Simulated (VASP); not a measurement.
Runs of VASP 6.6.1 on BN. The structure is hexagonal, space group P6_3mc (No. 186). The conventional cell has a = 2.544 Å, b = 2.544 Å, c = 4.208 Å, α = 90.00°, β = 90.00°, γ = 120.00°. B (site symmetry 3m) has 4 N at 1.56 to 1.58 Å within 2.1 Å. N (site symmetry 3m) has 4 B at 1.56 to 1.58 Å within 2.1 Å. 

```tsv
level	potentials or basis	k mesh	smearing	gap on the mesh (eV)	pressure (GPa)	largest force (eV/Å)
PBE	VASP PAW PBE potentials, release 64 (B, N)	9 × 9 × 4	methfessel-paxton 0.5 eV	5.19	4.9	0.02
PBE	VASP PAW PBE potentials, release 64 (B, N)	9 × 9 × 4	methfessel-paxton 0.05 eV	5.19	4.9	0.01
PBE+D3(BJ)	VASP PAW PBE potentials, release 64 (B, N)	9 × 9 × 4	gaussian 0.01 eV	5.19	-0.8	0.01
PBE	VASP PAW PBE potentials, release 64 (B, N)	2 × 2 × 2	gaussian 0.01 eV	(b)	14.6	(a)
LDA	VASP PAW LDA potentials, release 64 (B, N)	9 × 9 × 4	gaussian 0.01 eV	4.96	-8.4	-
PBE	VASP PAW PBE potentials, release 64 (B, N)	9 × 9 × 4	fermi-dirac 0.05 eV	5.19	4.9	0.01
PBE	VASP PAW PBE potentials, release 64 (B, N)	9 × 9 × 4	gaussian 0.01 eV	5.19	4.9	0.01
```

Alike in all rows: task single point; no spin polarisation; cell as given; cutoff (eV) 520.

Estimate the missing entries.

(a) 0.59; (b) 6.42.

Caveats: some runs use coarse meshes.

A k mesh can miss the band edges.
